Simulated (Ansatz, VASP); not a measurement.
## MgS: VASP beside Ansatz

File INCAR:

```
  PREC = Accurate
  ENCUT = 600
  EDIFF = 1E-6
  ISMEAR = 0
  SIGMA = 0.05
  LREAL = False
  LASPH = True
  NELM = 120
  ALGO = Normal
  ISIF = 2
  LWAVE = False
  LCHARG = True
  GGA = PS
  LELF = True
  LVHAR = True
  NBANDS = 11
  GGA_COMPAT = False
```

Contents of KPOINTS:

```
Automatic mesh
0
Gamma
  8 8 8
```

Contents of POSCAR:

```
MgS
1.0
    0.0000000000      2.4715675000      2.4715675000
    2.4715675000      0.0000000000      2.4715675000
    2.4715675000      2.4715675000      0.0000000000
Mg S
1 1
Direct
    0.0000000000      0.0000000000      0.0000000000
    0.5000000000      0.5000000000      0.5000000000
```

Input for Ansatz:

```yaml
crystal:
  lattice:
    - [0.0, 2.4715675, 2.4715675]
    - [2.4715675, 0.0, 2.4715675]
    - [2.4715675, 2.4715675, 0.0]
  atoms:
    - { symbol: Mg, position: [0.0, 0.0, 0.0] }
    - { symbol: S, position: [0.5, 0.5, 0.5] }
basis:
  ecutwfc: 420
kpoints:
  mp_grid: { grid: [8, 8, 8] }
hamiltonian:
  xc: pbesol
scf:
  occupations: { method: gaussian, width: 0.05 }
output:
  forces: true
  stress: true
  eigenvalues: true
```

Change from the starting cell: strain -0.050 along x and y, -0.050 along z, atoms carried along.

Alike in both runs: task single point; functional PBEsol; k mesh 8 × 8 × 8; occupations gaussian, width 0.05 eV; no spin polarisation.

|  | VASP | Ansatz |
| --- | --- | --- |
| version | VASP 6.6.1 | Ansatz 0.2.0 |
| potentials or method | VASP PAW PBE potentials, release 64 (Mg, S), cutoff 600 eV | scalar-relativistic, plane waves, PAW |
| valence electrons in the cell | 8 | 16 |

Ansatz gave:

* gap on the k mesh at the Fermi level (eV): 2.99
* least direct gap on the mesh (eV): 4.91
* pressure (GPa): 14.7

What did VASP give for the same quantities?

gap on the k mesh at the Fermi level (eV): 3.01; least direct gap on the mesh (eV): 4.92; pressure (GPa): 14.7.

VASP's potentials were made for PBE, not for PBEsol. With one functional, cell and mesh, what is left measures potentials, basis and numerics. VASP's potentials hold 8 valence electrons a cell and Ansatz's 16, so a difference there can come from the potentials and not from the codes.
